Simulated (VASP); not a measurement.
# TiAl3 (Pmm2) in VASP: a series of runs, part 2 of 2

VASP 6.6.1. Earlier steps stand in the parts before.

### 3 Relaxation of cell and atoms, PBEsol, target pressure 10 GPa, at which the enthalpy is minimised

The input, INCAR:

```
ALGO = Normal
EDIFF = 1E-6
EDIFFG = -0.01
ENCUT = 600
GGA = PS
IBRION = 2
ISIF = 3
ISMEAR = -1
LASPH = True
LCHARG = False
LREAL = False
LWAVE = False
NELM = 80
NSW = 60
PREC = Accurate
PSTRESS = 100.0
SIGMA = 0.05
```

The input, KPOINTS:

```
k-points
0
Gamma
  9 6 6
```

The input, POSCAR:

```
TiAl3
1.0
    2.8396770000      0.0000000000      0.0000000000
    0.0000000000      4.6812640000      0.0000000000
    0.0000000000      0.0000000000      4.9007420000
Ti Al
1 3
Direct
    0.0000000000      0.5000000000      0.1659160000
    0.0000000000      0.0000000000      0.8359000000
    0.5000000000      0.0000000000      0.3309120000
    0.5000000000      0.5000000000      0.6672710000
```

Potentials or basis: VASP PAW PBE potentials, release 64 (Ti_sv, Al).

On the command line:

```bash
$ cat potpaw_PBE.64/Ti_sv/POTCAR potpaw_PBE.64/Al/POTCAR > POTCAR
$ mpirun -np 1 vasp_std > vasp.out
```

OUTCAR:

```text
EDIFF = 1E-6
   EDIFFG = -0.01
   ENCUT = 600
   GGA = PS
   IBRION = 2
   ISIF = 3
   ISMEAR = -1
   LASPH = True
   LREAL = False
   NELM = 80
   NSW = 60
   PREC = Accurate
   PSTRESS = 100.0

 ion  position               nearest neighbor table
   1  0.000  0.500  0.166-   4 2.83   4 2.83   4 2.84   4 2.84   2 2.85   2 2.85   3 2.85   3 2.85
                             3 2.85   3 2.85
   2  0.000  0.000  0.836-   3 2.81   3 2.81   1 2.85   1 2.85   3 2.85   3 2.85   4 2.86   4 2.86
                             4 2.86   4 2.86
   3  0.500  0.000  0.331-   2 2.81   2 2.81   2 2.85   2 2.85   1 2.85   1 2.85   1 2.85   1 2.85
                             4 2.86   4 2.86
   4  0.500  0.500  0.667-   1 2.83   1 2.83   1 2.84   1 2.84   2 2.86   2 2.86   2 2.86   2 2.86
                             3 2.86   3 2.86

  LATTYP: Found a simple orthorhombic cell.
 ALAT       =     2.8396770000
 B/A-ratio  =     1.6485198845
 C/A-ratio  =     1.7258096607

  Lattice vectors:

 A1 = (   2.8396770000,   0.0000000000,   0.0000000000)
 A2 = (   0.0000000000,   4.6812640000,   0.0000000000)
 A3 = (   0.0000000000,   0.0000000000,   4.9007420000)

Analysis of symmetry for initial positions (statically):
=====================================================================
 Subroutine PRICEL returns:
 Original cell was already a primitive cell.

 Routine SETGRP: Setting up the symmetry group for a
 simple orthorhombic supercell.

 Subroutine GETGRP returns: Found  4 space group operations
 (whereof  4 operations were pure point group operations)
 out of a pool of  8 trial point group operations.

The static configuration has the point symmetry C_2v.

Analysis of symmetry for dynamics (positions and initial velocities):
=====================================================================
 Subroutine PRICEL returns:
 Original cell was already a primitive cell.

 Routine SETGRP: Setting up the symmetry group for a
 simple orthorhombic supercell.

 Subroutine GETGRP returns: Found  4 space group operations
 (whereof  4 operations were pure point group operations)
 out of a pool of  8 trial point group operations.

The dynamic configuration has the point symmetry C_2v.

 Subroutine INISYM returns: Found  4 space group operations
 (whereof  4 operations are pure point group operations),
 and found     1 'primitive' translations

----------------------------------------------------------------------------------------

                                     Primitive cell

  volume of cell :      65.1469

  direct lattice vectors                    reciprocal lattice vectors
     2.839677000  0.000000000  0.000000000     0.352152727  0.000000000  0.000000000
     0.000000000  4.681264000  0.000000000     0.000000000  0.213617519  0.000000000
     0.000000000  0.000000000  4.900742000     0.000000000  0.000000000  0.204050734

  length of vectors
     2.839677000  4.681264000  4.900742000     0.352152727  0.213617519  0.204050734

  position of ions in fractional coordinates (direct lattice)
     0.000000000  0.500000000  0.165916000
     0.000000000  0.000000000  0.835900000
     0.500000000  0.000000000  0.330912000
     0.500000000  0.500000000  0.667271000

  ion indices of the primitive-cell ions
   primitive index   ion index
                 1           1
                 2           2
[... 71 lines left out ...]
   LASPH  =      T    aspherical Exc in radial PAW
   ENCUT  =  600.0 eV  44.10 Ry    6.64 a.u.   5.67  9.35  9.79*2*pi/ulx,y,z
   NELM   =     80;   NELMIN=  2; NELMDL= -5     # of ELM steps
   EDIFF  = 0.1E-05   stopping-criterion for ELM
   LREAL  =      F    real-space projection
   EDIFFG = -.1E-01   stopping-criterion for IOM
   NSW    =     60    number of steps for IOM
   IBRION =      2    ionic relax: 0-MD 1-quasi-New 2-CG
   NFREE  =      1    steps in history (QN), initial steepest desc. (CG)
   ISIF   =      3    stress and relaxation
   ISYM   =      2    0-nonsym 1-usesym 2-fastsym
   POTIM  = 0.5000    time-step for ionic-motion
   TEBEG  =    0.0;   TEEND  =   0.0 temperature during run
   PSTRESS=  100.0 pullay stress
   NELECT =      21.0000    total number of electrons
   NUPDOWN=      -1.0000    fix difference up-down
   EMIN   =  10.00;   EMAX   =-10.00  energy-range for DOS
   EFERMI =   0.00;   METHOD = LEGACY
   ISMEAR =    -1;   SIGMA  =   0.05  broadening in eV -4-tet -1-fermi 0-gaus
   EFERMI_NEDOS =   21; number of points for ismear=-14 and -15
   IALGO  =     38    algorithm
   IMIX   =      4    mixing-type and parameters
     AMIX     =   0.40;   BMIX     =  1.00
     AMIX_MAG =   1.60;   BMIX_MAG =  1.00
  volume/ion in A,a.u.               =      16.29       109.91
  Fermi-wavevector in a.u.,A,eV,Ry     =   1.122492  2.121202 17.143184  1.259988
  Thomas-Fermi vector in A             =   2.259152
   LORBIT       =      0    0 simple, 1 ext, 2 COOP (PROOUT), +10 PAW based schemes
   GGA     = PS    functional components
   LHFCALC =     F    Hartree Fock is set to
   AEXX    =    0.0000 exact exchange contribution
   IVDW    =     0    specifies the selected vdW correction
   LEPSILON=     F    determine dielectric tensor
   LRPA    =     F    only Hartree local field effects (RPA)
 conjugate gradient relaxation of ions
 non-spin polarized calculation
  energy-cutoff  :      600.00
  volume of cell :       65.15
 maximum number of plane-waves:      2198
 NGX is ok and might be reduce to    24
   NGX = 11   NGY = 19   NGZ = 19

--------------------------------------- Ionic step        1  -------------------------------------------

 number of electron      20.9999997 magnetization

 Free energy of the ion-electron system (eV)
  ---------------------------------------------------
  ext. energy  EPLUGINS =         0.00000000
  ---------------------------------------------------
  free energy    TOTEN  =       -21.58352664 eV

  energy without entropy =      -21.56148794  energy(sigma->0) =      -21.57250729

------------------------ aborting loop because EDIFF is reached ----------------------------------------

  FORCE on cell =-STRESS in cart. coord.  units (eV):
  Direction    XX          YY          ZZ          XY          YZ          ZX
  --------------------------------------------------------------------------------------
  -------------------------------------------------------------------------------------
  Total       -1.7867730     -0.4817844     -0.5816260      0.0000000      0.0000000      0.0000000
  in kB      -43.9426295    -11.8486645    -14.3040973      0.0000000      0.0000000      0.0000000
  external PRESSURE =    -123.3651304 kB  Pullay stress =     100.0000000 kB
[... 103 lines left out ...]
  energy  without entropy=      -21.4374378769  energy(sigma->0) =      -21.44715607

  enthalpy is  TOTEN    =       -17.7952189229 eV   P V=        3.6616553349

[... ionic steps 4 to 9 ...]

--------------------------------------- Ionic step       10  -------------------------------------------

 number of electron      21.0000004 magnetization

------------------------ aborting loop because EDIFF is reached ----------------------------------------
[... 75 lines left out ...]
--------------------------------------- Ionic step       12  -------------------------------------------

 number of electron      21.0000004 magnetization

 Free energy of the ion-electron system (eV)
  ---------------------------------------------------
  ext. energy  EPLUGINS =         0.00000000
  ---------------------------------------------------
  free energy    TOTEN  =       -21.46135760 eV

  energy without entropy =      -21.44299462  energy(sigma->0) =      -21.45217611

 E-fermi :   9.0822     XC(G=0): -11.1411

 val. band max:        9.0775231328   @ k =   0.0000   0.5000   0.3333
 cond. band min:       9.0822054856   @ k =   0.1111   0.5000   0.1667
 fundamental gap:      0.0046823528
 Fermi energy:         9.0821659274

 k-point     1 :       0.0000    0.0000    0.0000
  band No.  band energies     occupation
      1     -46.8908      2.00000
      2     -23.3505      2.00000
      3     -23.3448      2.00000
      4     -22.8271      2.00000
      5      -1.6422      2.00000
      6       3.6335      2.00000
      7       4.9965      2.00000
      8       5.2858      2.00000
      9       6.3014      2.00000
     10       8.0751      2.00000
     11       8.5790      1.99991
     12      11.9166      0.00000
     13      11.9429      0.00000
     14      11.9693      0.00000
[... 377 lines left out ...]
      1     -46.8157      2.00000
      2     -23.3735      2.00000
      3     -23.2810      2.00000
      4     -23.2761      2.00000
      5       0.7797      2.00000
      6       4.6601      2.00000
      7       6.7131      2.00000
      8       6.7340      2.00000
      9       7.0999      2.00000
     10       8.4280      2.00000
     11       8.7608      1.99677
     12      10.3179      0.00000
     13      10.5401      0.00000
     14      11.7988      0.00000

 [... further k-points ...]
[... 5 lines left out ...]
  --------------------------------------------------------------------------------------
  -------------------------------------------------------------------------------------
  Total        3.6706798      3.6841606      3.6810801      0.0000000      0.0000000      0.0000000
  in kB      100.3354832    100.7039728    100.6197685      0.0000000      0.0000000      0.0000000
  external PRESSURE =       0.5530748 kB  Pullay stress =     100.0000000 kB
[... 23 lines left out ...]
  energy  without entropy=      -21.4429946166  energy(sigma->0) =      -21.45217611

  enthalpy is  TOTEN    =       -17.8029511519 eV   P V=        3.6584064530

 reached required accuracy - stopping structural energy minimisation
```

CONTCAR:

```text
TiAl3
   1.00000000000000
     2.6914420372732550    0.0000000000000000    0.0000000000000000
     0.0000000000000000    4.5519321687387508    0.0000000000000000
     0.0000000000000000    0.0000000000000000    4.7843365681410610
  Ti              Al
     1     3
Direct
     0.0000000000000000    0.5000000000000000    0.1626578067425558
     0.0000000000000000    0.0000000000000000    0.8401554201062003
     0.5000000000000000    0.0000000000000000    0.3349547182370066
     0.5000000000000000    0.5000000000000000    0.6622310549142399

  0.00000000E+00  0.00000000E+00  0.00000000E+00
  0.00000000E+00  0.00000000E+00  0.00000000E+00
  0.00000000E+00  0.00000000E+00  0.00000000E+00
  0.00000000E+00  0.00000000E+00  0.00000000E+00
```

It took 3.8 min on 1 thread of Intel Xeon 6975P-C (Granite Rapids), shared host; peak memory 0.27 GiB.

Results:

- Free energy: -21.4614 eV
- Relaxed volume: 14.65 Å³/atom
- Relaxed cell: a = 2.691 Å, b = 4.552 Å, c = 4.784 Å, α = 90.00°, β = 90.00°, γ = 90.00°
- Space group after relaxing (to 0.1 Å): Pmm2 (No. 25)
- Energy change on relaxing (the run minimises the enthalpy): +30.5 meV/atom
- Ionic steps: 12
- Pressure after relaxing: 10.1 GPa
- Band gap on the k mesh: zero (an odd number of electrons rules out a gap without spin polarisation)

Forces in eV/Å, atoms in the order of the input:
```
Ti   0.000  0.000 -0.001
Al   0.000  0.000 -0.002
Al   0.000  0.000  0.003
Al   0.000  0.000 -0.001
```

The path:
```csv
step,energy change (eV),largest force (eV/Å),pressure (GPa),volume (Å³)
1,0.0000,0.0477,-2.34,65.15
2,0.6005,0.1760,23.76,54.02
3,0.1267,0.0970,9.99,58.67
4,0.1345,0.0989,10.29,58.54
5,0.1290,0.0775,10.25,58.55
6,0.1278,0.0831,10.23,58.56
7,0.1155,0.0632,9.78,58.74
8,0.1071,0.0490,9.46,58.87
9,0.1104,0.0327,9.60,58.81
10,0.1191,0.0084,9.96,58.66
11,0.1205,0.0054,10.00,58.64
12,0.1222,0.0030,10.06,58.61
```

Final structure:
```
CELL_PARAMETERS angstrom
2.69144 0.00000 0.00000
0.00000 4.55193 0.00000
0.00000 0.00000 4.78434
ATOMIC_POSITIONS crystal
Ti 0.00000 0.50000 0.16266
Al 0.00000 0.00000 0.84016
Al 0.50000 0.00000 0.33495
Al 0.50000 0.50000 0.66223
```

Levels at points of the mesh, in eV from the Fermi level:
```
           k point  band 7  band 8  band 9  band 10  band 11  band 12  band 13  band 14
(0.00, 0.00, 0.00)   -4.09   -3.80   -2.78    -1.01    -0.50     2.83     2.86     2.89
(0.00, 0.50, 0.00)   -3.85   -3.38   -2.13    -1.65    -0.23     2.77     2.84     2.97
(0.00, 0.00, 0.50)   -3.79   -2.39   -2.23    -1.16    -0.40     2.46     2.75     2.93
(0.00, 0.50, 0.50)   -7.42   -5.04   -0.28    -0.10     0.72     2.77     2.80     3.66
```

Caveat: the cell is relaxed towards a set pressure, so the run minimises the enthalpy, not the energy; the PAW data sets were made with another functional, which shifts forces and pressure a little.

### 4 Relaxation of cell and atoms, PBEsol, target pressure 20 GPa, at which the enthalpy is minimised

The input, INCAR:

```
PREC = Accurate
ENCUT = 600
EDIFF = 1E-6
ISMEAR = -1
SIGMA = 0.05
LREAL = False
LASPH = True
NELM = 80
ALGO = Normal
ISIF = 3
LWAVE = False
LCHARG = False
GGA = PS
IBRION = 2
NSW = 60
EDIFFG = -0.01
PSTRESS = 200.0
```

The input, KPOINTS:

```
Automatic mesh
0
Gamma
  9 6 6
```

POSCAR is that of step 3.

On the command line:

```bash
$ cat potpaw_PBE.64/Ti_sv/POTCAR potpaw_PBE.64/Al/POTCAR > POTCAR
$ mpirun -np 1 vasp_std > vasp.out
```

Wall time 4.7 min (1 thread of Intel Xeon 6975P-C (Granite Rapids), shared host); peak memory 0.27 GiB.

The run converged. Its results:

```
Free energy                                                : -21.1364 eV
Relaxed volume                                             : 13.77 Å³/atom
Relaxed cell                                               : a = 2.636 Å, b = 4.453 Å, c = 4.694 Å, α = 90.00°, β = 90.00°, γ = 90.00°
Space group after relaxing (to 0.1 Å)                      : Pmm2 (No. 25)
Energy change on relaxing (the run minimises the enthalpy) : +111.8 meV/atom
Ionic steps                                                : 17
Pressure after relaxing                                    : 20.0 GPa
Largest force after relaxing                               : 0.004 eV/Å
Band gap on the k mesh                                     : zero (an odd number of electrons rules out a gap without spin polarisation)
```

Forces in eV/Å, atoms in the order of the input:
```
Ti   0.000  0.000 -0.002
Al   0.000  0.000 -0.001
Al   0.000  0.000  0.004
Al   0.000  0.000 -0.001
```

Step by step:
```csv
step,energy change (eV),largest force (eV/Å),pressure (GPa),volume (Å³)
1,0.0000,0.0477,-2.34,65.15
2,2.6931,0.2948,64.32,45.99
3,0.4150,0.1281,18.98,55.44
4,0.4503,0.1323,19.90,55.15
5,0.4740,0.1350,20.52,54.96
6,0.4695,0.0812,20.52,54.95
7,0.4698,0.1078,20.53,54.94
8,0.4244,0.0796,19.41,55.30
9,0.4281,0.0816,19.47,55.27
10,0.4356,0.0510,19.70,55.20
11,0.4464,0.0463,20.00,55.11
12,0.4448,0.0470,19.97,55.12
13,0.4502,0.0129,20.09,55.07
14,0.4516,0.0068,20.11,55.06
15,0.4519,0.0058,20.14,55.06
16,0.4410,0.0051,19.84,55.15
17,0.4472,0.0041,20.00,55.10
```

Final structure:
```
Ti Al
1.0
     2.63605    0.00000    0.00000
     0.00000    4.45312    0.00000
     0.00000    0.00000    4.69359
Ti Al
1 3
Direct
  0.00000 0.50000 0.16254
  0.00000 0.00000 0.84003
  0.50000 0.00000 0.33567
  0.50000 0.50000 0.66175
```

Levels at points of the mesh, in eV from the Fermi level:
```
           k point  band 9  band 10  band 11  band 12  band 13  band 14
(0.00, 0.00, 0.00)   -2.80    -1.11    -0.55     3.00     3.04     3.13
(0.00, 0.50, 0.00)   -2.16    -1.68    -0.25     2.98     3.05     3.21
(0.00, 0.00, 0.50)   -2.18    -1.13    -0.44     2.60     2.95     3.15
(0.00, 0.50, 0.50)   -0.32    -0.11     0.73     2.98     3.00     3.76
```

Caveat: the cell is relaxed towards a set pressure, so the run minimises the enthalpy, not the energy; the volume moved by over 15 % at a fixed basis, so the end points are rough; the PAW data sets were made with another functional, which shifts forces and pressure a little.

### 5 Overview

```csv
cell,gap on the mesh (eV),pressure (GPa)
relaxed to 5 GPa,none,5.0
relaxed to 10 GPa,none,10.1
relaxed to 20 GPa,none,20.0
```

Alike in all rows: task relaxation of cell and atoms; level PBEsol; potentials or basis VASP PAW PBE potentials, release 64 (Ti_sv, Al); no spin polarisation; k mesh 9 × 6 × 6; cutoff (eV) 600; smearing fermi-dirac 0.05 eV.

Caveats: the cell is relaxed towards a set pressure, so the run minimises the enthalpy, not the energy; the PAW data sets were made with another functional, which shifts forces and pressure a little; the volume moved by over 15 % at a fixed basis, so the end points are rough (at least some runs).

Absolute energies hang on the potentials; compare differences alone.
